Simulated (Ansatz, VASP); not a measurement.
**One calculation of FeCo3, two programs**

Contents of INCAR:

```
SYSTEM = FeCo3
ALGO     = Normal         ! electronic algorithm
EDIFF    = 1E-7           ! SCF threshold, eV
ENCUT    = 520            ! plane-wave cutoff, eV
GGA      = PS             ! functional
ISIF     = 2              ! what is computed and relaxed
ISMEAR   = 0              ! smearing method
ISPIN    = 2              ! spin polarisation
LASPH    = .TRUE.         ! aspherical terms in the spheres
LCHARG   = .FALSE.        ! write CHGCAR
LMAXMIX  = 4              ! l up to which the mixer works
LORBIT   = 11             ! projections on sites
LREAL    = .FALSE.        ! projectors in reciprocal space
LWAVE    = .FALSE.        ! write WAVECAR
MAGMOM   = 2.77 1.78 1.78 1.78 ! initial moments
NBANDS   = 30             ! bands
NELM     = 150            ! most SCF steps
PREC     = Accurate       ! precision mode
SIGMA    = 0.15           ! smearing width, eV
```

File KPOINTS:

```
k-points
0
G
  14 14 14
  0 0 0
```

POSCAR

```
FeCo3
1.0
    3.4876517781      0.0000000000      0.0000000000
    0.0000000000      3.4876517781      0.0000000000
    0.0000000000      0.0000000000      3.4876517781
Fe Co
1 3
Direct
    0.0000000000      0.0000000000      0.0000000000
    0.5000000000      0.5000000000      0.0000000000
    0.5000000000      0.0000000000      0.5000000000
    0.0000000000      0.5000000000      0.5000000000
```

Input for Ansatz:

```yaml
crystal:
  lattice:
    - [3.4876517781, 0.0, 0.0]
    - [0.0, 3.4876517781, 0.0]
    - [0.0, 0.0, 3.4876517781]
  atoms:
    - { symbol: Fe, position: [0.0, 0.0, 0.0], spin: 2.77 }
    - { symbol: Co, position: [0.5, 0.5, 0.0], spin: 1.78 }
    - { symbol: Co, position: [0.5, 0.0, 0.5], spin: 1.78 }
    - { symbol: Co, position: [0.0, 0.5, 0.5], spin: 1.78 }
basis:
  ecutwfc: 420
kpoints:
  mp_grid: { grid: [14, 14, 14] }
hamiltonian:
  xc: pbesol
scf:
  occupations: { method: gaussian, width: 0.15 }
output:
  forces: true
  stress: true
  eigenvalues: true
  populations: true
magnetization:
  spin_polarized: true
```

Alike in both runs: task single point; functional PBEsol; k mesh 14 × 14 × 14; occupations gaussian, width 0.15 eV; collinear spin.

|  | VASP | Ansatz |
| --- | --- | --- |
| version | VASP 6.6.1 | Ansatz 0.2.0 |
| potentials or method | VASP PAW PBE potentials, release 64 (Fe, Co), cutoff 520 eV | scalar-relativistic, plane waves, PAW |
| valence electrons in the cell | 35 | 67 |

|  | VASP | Ansatz | Ansatz less VASP |
| --- | --- | --- | --- |
| gap on the k mesh at the Fermi level (eV) | none | none | - |
| pressure (GPa) | -0.3 | 0.3 | +0.59 |
| net moment per atom (μB) | 1.80 | 1.80 | +0.002 |
| size of the moment on the site where the two differ most (μB) | 1.57 | 1.63 | +0.061 |

VASP's potentials were made for PBE, not for PBEsol. Site moments also hang on the region over which each program counts them. A gap of «none» marks a metal or a gap that the smearing closes. VASP's potentials hold 35 valence electrons a cell and Ansatz's 67, so a difference there can come from the potentials and not from the codes.
